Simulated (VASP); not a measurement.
# W (Pm-3n) in VASP: single point with PBE+D3(BJ)

Aim: the single point of W with PBE+D3(BJ).

All numbers are computed with VASP 6.6.1; they aren't measurements. Logs are shortened: lines on timing, memory, paths and dates and some standing lists are left out, and cuts for length are marked.

## Step 1: The cell of the first run

The structure is cubic, space group Pm-3n (No. 223). The conventional cell has a = 5.040 Å, b = 5.040 Å, c = 5.040 Å, α = 90.00°, β = 90.00°, γ = 90.00°. Within 3.3 Å of W (site symmetry -4m2) lie 14 W at 2.52 to 3.09 Å. Within 3.7 Å of W (site symmetry m-3) lie 12 W at 2.82 Å.

## Step 2: Single point, PBE+D3(BJ)

The input, INCAR:

```
SYSTEM = W
PREC     = Accurate       ! precision mode
ENCUT    = 520            ! plane-wave cutoff, eV
EDIFF    = 1E-7           ! SCF threshold, eV
ISMEAR   = 0              ! smearing method
SIGMA    = 0.1            ! smearing width, eV
LREAL    = .False.        ! projectors in reciprocal space
LASPH    = .True.         ! aspherical terms in the spheres
NELM     = 80             ! most SCF steps
ALGO     = Fast           ! electronic algorithm
ISIF     = 2              ! what is computed and relaxed
LWAVE    = .False.        ! write WAVECAR
LCHARG   = .True.         ! write CHGCAR
GGA      = PE             ! functional
IVDW     = 12             ! dispersion correction
LELF     = .True.         ! ELF
LVHAR    = .True.       
NBANDS   = 66             ! bands
```

The input, KPOINTS:

```
Automatic mesh
0
Gamma
  8 8 8
  0 0 0
```

The input, POSCAR:

```
W
1.0
    5.0403459971      0.0000000000      0.0000000000
    0.0000000000      5.0403459971      0.0000000000
    0.0000000000      0.0000000000      5.0403459971
W
8
Direct
    0.2500000000      0.0000000000      0.5000000000
    0.7500000000      0.0000000000      0.5000000000
    0.0000000000      0.5000000000      0.2500000000
    0.0000000000      0.5000000000      0.7500000000
    0.5000000000      0.7500000000      0.0000000000
    0.5000000000      0.2500000000      0.0000000000
    0.0000000000      0.0000000000      0.0000000000
    0.5000000000      0.5000000000      0.5000000000
```

Potentials or basis: VASP PAW PBE potentials, release 64 (W_sv).

Run with:

```sh
$ cat potpaw_PBE.64/W_sv/POTCAR > POTCAR
$ mpirun -np 1 vasp_std > vasp.out
```

OUTCAR:

```text
SYSTEM = W
   PREC = Accurate
   ENCUT = 520
   EDIFF = 1E-7
   ISMEAR = 0
   LREAL = .False.
   LASPH = .True.
   NELM = 80
   ISIF = 2
   GGA = PE
   IVDW = 12
 IVDW          = 12

 ion  position               nearest neighbor table
   1  0.250  0.000  0.500-   2 2.52   2 2.52   8 2.82   7 2.82   8 2.82   7 2.82   4 3.09   5 3.09
                             6 3.09   5 3.09   3 3.09   4 3.09   6 3.09   3 3.09
   2  0.750  0.000  0.500-   1 2.52   1 2.52   8 2.82   7 2.82   8 2.82   7 2.82   4 3.09   5 3.09
                             6 3.09   5 3.09   3 3.09   4 3.09   6 3.09   3 3.09
   3  0.000  0.500  0.250-   4 2.52   4 2.52   8 2.82   7 2.82   7 2.82   8 2.82   1 3.09   5 3.09
                             1 3.09   2 3.09   6 3.09   5 3.09   6 3.09   2 3.09
   4  0.000  0.500  0.750-   3 2.52   3 2.52   8 2.82   7 2.82   7 2.82   8 2.82   1 3.09   5 3.09
                             1 3.09   2 3.09   6 3.09   5 3.09   6 3.09   2 3.09
   5  0.500  0.750  0.000-   6 2.52   6 2.52   8 2.82   8 2.82   7 2.82   7 2.82   3 3.09   1 3.09
                             2 3.09   4 3.09   1 3.09   3 3.09   4 3.09   2 3.09
   6  0.500  0.250  0.000-   5 2.52   5 2.52   8 2.82   8 2.82   7 2.82   7 2.82   3 3.09   1 3.09
                             2 3.09   4 3.09   1 3.09   3 3.09   4 3.09   2 3.09
   7  0.000  0.000  0.000-   1 2.82   2 2.82   3 2.82   4 2.82   5 2.82   6 2.82   1 2.82   2 2.82
                             3 2.82   4 2.82   5 2.82   6 2.82
   8  0.500  0.500  0.500-   1 2.82   2 2.82   3 2.82   4 2.82   5 2.82   6 2.82   5 2.82   6 2.82
                             1 2.82   2 2.82   3 2.82   4 2.82

  LATTYP: Found a simple cubic cell.
 ALAT       =     5.0403459971

  Lattice vectors:

 A1 = (   5.0403459971,   0.0000000000,   0.0000000000)
 A2 = (   0.0000000000,   5.0403459971,   0.0000000000)
 A3 = (   0.0000000000,   0.0000000000,   5.0403459971)

Analysis of symmetry for initial positions (statically):
=====================================================================
 Subroutine PRICEL returns:
 Original cell was already a primitive cell.

 Routine SETGRP: Setting up the symmetry group for a
 simple cubic supercell.

 Subroutine GETGRP returns: Found 48 space group operations
 (whereof 24 operations were pure point group operations)
 out of a pool of 48 trial point group operations.

The static configuration has the point symmetry T_h .
 The point group associated with its full space group is O_h .

Analysis of symmetry for dynamics (positions and initial velocities):
=====================================================================
 Subroutine PRICEL returns:
 Original cell was already a primitive cell.

 Routine SETGRP: Setting up the symmetry group for a
 simple cubic supercell.

 Subroutine GETGRP returns: Found 48 space group operations
 (whereof 24 operations were pure point group operations)
 out of a pool of 48 trial point group operations.

The dynamic configuration has the point symmetry T_h .
 The point group associated with its full space group is O_h .

 Subroutine INISYM returns: Found 48 space group operations
 (whereof 24 operations are pure point group operations),
 and found     1 'primitive' translations

----------------------------------------------------------------------------------------

                                     Primitive cell

  volume of cell :     128.0504

  direct lattice vectors                    reciprocal lattice vectors
     5.040345997  0.000000000  0.000000000     0.198399078  0.000000000  0.000000000
     0.000000000  5.040345997  0.000000000     0.000000000  0.198399078  0.000000000
     0.000000000  0.000000000  5.040345997     0.000000000  0.000000000  0.198399078

  length of vectors
     5.040345997  5.040345997  5.040345997     0.198399078  0.198399078  0.198399078

  position of ions in fractional coordinates (direct lattice)
     0.250000000  0.000000000  0.500000000
     0.750000000  0.000000000  0.500000000
     0.000000000  0.500000000  0.250000000
     0.000000000  0.500000000  0.750000000
     0.500000000  0.750000000  0.000000000
     0.500000000  0.250000000  0.000000000
     0.000000000  0.000000000  0.000000000
     0.500000000  0.500000000  0.500000000

  ion indices of the primitive-cell ions
   primitive index   ion index
                 1           1
                 2           2
                 3           3
                 4           4
                 5           5
                 6           6
                 7           7
                 8           8

----------------------------------------------------------------------------------------

 KPOINTS: Automatic mesh

Automatic generation of k-mesh.
 Grid dimensions read from file:
 generate k-points for:    8    8    8

 Generating k-lattice:

  Cartesian coordinates                     Fractional coordinates (reciprocal lattice)
     0.024799885  0.000000000  0.000000000     0.125000000  0.000000000  0.000000000
     0.000000000  0.024799885  0.000000000     0.000000000  0.125000000  0.000000000
     0.000000000  0.000000000  0.024799885     0.000000000  0.000000000  0.125000000

  Length of vectors
     0.024799885  0.024799885  0.024799885

  Shift w.r.t. Gamma in fractional coordinates (k-lattice)
     0.000000000  0.000000000  0.000000000

 Subroutine IBZKPT returns following result:
 ===========================================

 Found     35 irreducible k-points:

 Following reciprocal coordinates:
            Coordinates               Weight
  0.000000  0.000000  0.000000      1.000000
  0.125000  0.000000  0.000000      6.000000
  0.250000  0.000000  0.000000      6.000000
  0.375000  0.000000  0.000000      6.000000
  0.500000  0.000000  0.000000      3.000000
  0.125000  0.125000  0.000000     12.000000
[... 16 lines left out ...]
  0.375000  0.375000  0.125000     24.000000
  0.500000  0.375000  0.125000     24.000000
 [... further k-points ...]
   k-points           NKPTS =     35   k-points in BZ     NKDIM =     35   number of bands    NBANDS=     66
   number of dos      NEDOS =    301   number of ions     NIONS =      8
   total plane-waves  NPLWV =  64000
   dimension x,y,z NGX =    40 NGY =   40 NGZ =   40
   dimension x,y,z NGXF=    80 NGYF=   80 NGZF=   80
   ions per type =               8
   NGX,Y,Z   is equivalent  to a cutoff of  13.19, 13.19, 13.19 a.u.
   NGXF,Y,Z  is equivalent  to a cutoff of  26.39, 26.39, 26.39 a.u.
 SYSTEM =  W
   PREC   = accura    normal or accurate (medium, high low for compatibility)
   ISTART =      0    job   : 0-new  1-cont  2-samecut
   ICHARG =      2    charge: 1-file 2-atom 10-const
   ISPIN  =      1    spin polarized calculation?
   LNONCOLLINEAR =      F non collinear calculations
   LSORBIT =      F    spin-orbit coupling
   LASPH  =      T    aspherical Exc in radial PAW
   ENCUT  =  520.0 eV  38.22 Ry    6.18 a.u.   9.37  9.37  9.37*2*pi/ulx,y,z
   NELM   =     80;   NELMIN=  2; NELMDL= -5     # of ELM steps
   EDIFF  = 0.1E-06   stopping-criterion for ELM
   LREAL  =      F    real-space projection
   EDIFFG = 0.1E-05   stopping-criterion for IOM
   NSW    =      0    number of steps for IOM
   IBRION =     -1    ionic relax: 0-MD 1-quasi-New 2-CG
   NFREE  =      0    steps in history (QN), initial steepest desc. (CG)
   ISIF   =      2    stress and relaxation
   ISYM   =      2    0-nonsym 1-usesym 2-fastsym
   POTIM  = 0.5000    time-step for ionic-motion
   TEBEG  =    0.0;   TEEND  =   0.0 temperature during run
   PSTRESS=    0.0 pullay stress
   NELECT =     112.0000    total number of electrons
   NUPDOWN=      -1.0000    fix difference up-down
   EMIN   =  10.00;   EMAX   =-10.00  energy-range for DOS
   EFERMI =   0.00;   METHOD = LEGACY
   ISMEAR =     0;   SIGMA  =   0.10  broadening in eV -4-tet -1-fermi 0-gaus
   EFERMI_NEDOS =   21; number of points for ismear=-14 and -15
   IALGO  =     68    algorithm
   IMIX   =      4    mixing-type and parameters
     AMIX     =   0.40;   BMIX     =  1.00
     AMIX_MAG =   1.60;   BMIX_MAG =  1.00
  volume/ion in A,a.u.               =      16.01       108.02
  Fermi-wavevector in a.u.,A,eV,Ry     =   1.565623  2.958598 33.350260  2.451175
  Thomas-Fermi vector in A             =   2.668072
   LORBIT       =      0    0 simple, 1 ext, 2 COOP (PROOUT), +10 PAW based schemes
   GGA     = PE    functional components
   LHFCALC =     F    Hartree Fock is set to
   AEXX    =    0.0000 exact exchange contribution
   IVDW    =    12    specifies the selected vdW correction
   LEPSILON=     F    determine dielectric tensor
   LRPA    =     F    only Hartree local field effects (RPA)
 non-spin polarized calculation
 RMM-DIIS sequential band-by-band and
 Gauss-broadening in eV      SIGMA  =   0.10
  energy-cutoff  :      520.00
  volume of cell :      128.05
 maximum number of plane-waves:      3478
 NGX is ok and might be reduce to    40
   NGX = 19   NGY = 19   NGZ = 19

 number of electron     111.9999961 magnetization

 Free energy of the ion-electron system (eV)
  ---------------------------------------------------
  ext. energy  EPLUGINS =         0.00000000
  ---------------------------------------------------
  free energy    TOTEN  =      -102.84861145 eV

  energy without entropy =     -102.83873948  energy(sigma->0) =     -102.84367546

 E-fermi :  11.0860     XC(G=0): -13.5714

 val. band max:       11.0239188588   @ k =   0.3750   0.3750   0.1250
 cond. band min:      11.1043008147   @ k =   0.1250   0.1250   0.0000
 fundamental gap:      0.0803819560
 Fermi energy:        11.0860370627

 k-point     1 :       0.0000    0.0000    0.0000
  band No.  band energies     occupation
      1     -62.9468      2.00000
      2     -62.8976      2.00000
      3     -62.8976      2.00000
      4     -62.7505      2.00000
      5     -62.7505      2.00000
      6     -62.7505      2.00000
[... 58 lines left out ...]
     65      12.9236      0.00000
     66      14.0885      0.00000

 k-point     2 :       0.1250    0.0000    0.0000
  band No.  band energies     occupation
      1     -62.9433      2.00000
      2     -62.8987      2.00000
      3     -62.8935      2.00000
      4     -62.7569      2.00000
      5     -62.7505      2.00000
      6     -62.7505      2.00000
[... 58 lines left out ...]
     65      13.8522      0.00000
     66      13.9316      0.00000

 k-point     3 :       0.2500    0.0000    0.0000
  band No.  band energies     occupation
      1     -62.9345      2.00000
      2     -62.9019      2.00000
      3     -62.8806      2.00000
      4     -62.7747      2.00000
      5     -62.7505      2.00000
      6     -62.7505      2.00000
[... 1438 lines left out ...]
     65      13.5068      0.00000
     66      13.9824      0.00000

 k-point    24 :       0.5000    0.3750    0.1250
  band No.  band energies     occupation
      1     -62.9047      2.00000
      2     -62.8657      2.00000
      3     -62.8327      2.00000
      4     -62.8292      2.00000
      5     -62.7997      2.00000
      6     -62.7567      2.00000
[... 58 lines left out ...]
     65      13.5620      0.00000
     66      13.9189      0.00000

 [... further k-points ...]

------------------------ aborting loop because EDIFF is reached ----------------------------------------

 Edisp (eV)   -5.50623

 E8    (eV) :    -2.8224

  FORCE on cell =-STRESS in cart. coord.  units (eV):
  Direction    XX          YY          ZZ          XY          YZ          ZX
  --------------------------------------------------------------------------------------
  -------------------------------------------------------------------------------------
  Total       0.55109     0.55109     0.55109    -0.00000    -0.00000    -0.00000
  in kB       6.89527     6.89527     6.89527    -0.00000    -0.00000    -0.00000
  external pressure =        6.90 kB  Pullay stress =        0.00 kB

 VOLUME and BASIS-vectors are now :
 -----------------------------------------------------------------------------
  energy-cutoff  :      520.00
  volume of cell :      128.05
      direct lattice vectors                 reciprocal lattice vectors
     5.040345997  0.000000000  0.000000000     0.198399078  0.000000000  0.000000000
     0.000000000  5.040345997  0.000000000     0.000000000  0.198399078  0.000000000
     0.000000000  0.000000000  5.040345997     0.000000000  0.000000000  0.198399078

 POSITION                                       TOTAL-FORCE (eV/Angst)
 -----------------------------------------------------------------------------------
      1.26009      0.00000      2.52017         0.000000      0.000000     -0.000000
      3.78026      0.00000      2.52017        -0.000000     -0.000000      0.000000
      0.00000      2.52017      1.26009         0.000000      0.000000      0.000000
      0.00000      2.52017      3.78026        -0.000000      0.000000     -0.000000
      2.52017      3.78026      0.00000         0.000000     -0.000000      0.000000
      2.52017      1.26009      0.00000        -0.000000      0.000000     -0.000000
      0.00000      0.00000      0.00000         0.000000     -0.000000      0.000000
      2.52017      2.52017      2.52017         0.000000     -0.000000      0.000000
 -----------------------------------------------------------------------------------
    total drift:                               -0.000000     -0.000000      0.000000

  FREE ENERGIE OF THE ION-ELECTRON SYSTEM (eV)
  ---------------------------------------------------
  free  energy   TOTEN  =      -108.3548408154 eV

  energy  without entropy=     -108.3449688463  energy(sigma->0) =     -108.34990483
```

Run time: 6.1 min. Hardware: 1 thread of Intel Xeon Platinum 8259CL at 2.50GHz (Skylake/Cascade Lake), shared host; peak memory 0.37 GiB.

What came out:

* Free energy: -108.3548 eV
* Pressure: 0.7 GPa
* Band gap on the k mesh: zero (bands 56 and 57 overlap by 0.89 eV)
* Dispersion energy per atom: -0.688 eV

Levels at points of the mesh, in eV from the Fermi level:
| k point | band 54 | band 55 | band 56 | band 57 | band 58 | band 59 |
| --- | --- | --- | --- | --- | --- | --- |
| (0.00, 0.00, 0.00) | -1.50 | -0.49 | -0.49 | -0.49 | 1.65 | 1.65 |
| (0.50, 0.00, 0.00) | -1.15 | -0.94 | -0.94 | 0.55 | 0.55 | 0.80 |
| (0.50, 0.50, 0.00) | -0.95 | -0.95 | 0.28 | 0.28 | 0.31 | 0.57 |
| (0.50, 0.50, 0.50) | -1.39 | -1.39 | -1.39 | 1.36 | 1.36 | 1.36 |

Caveat: spin-orbit coupling is left out, which moves the levels of the heavy elements.
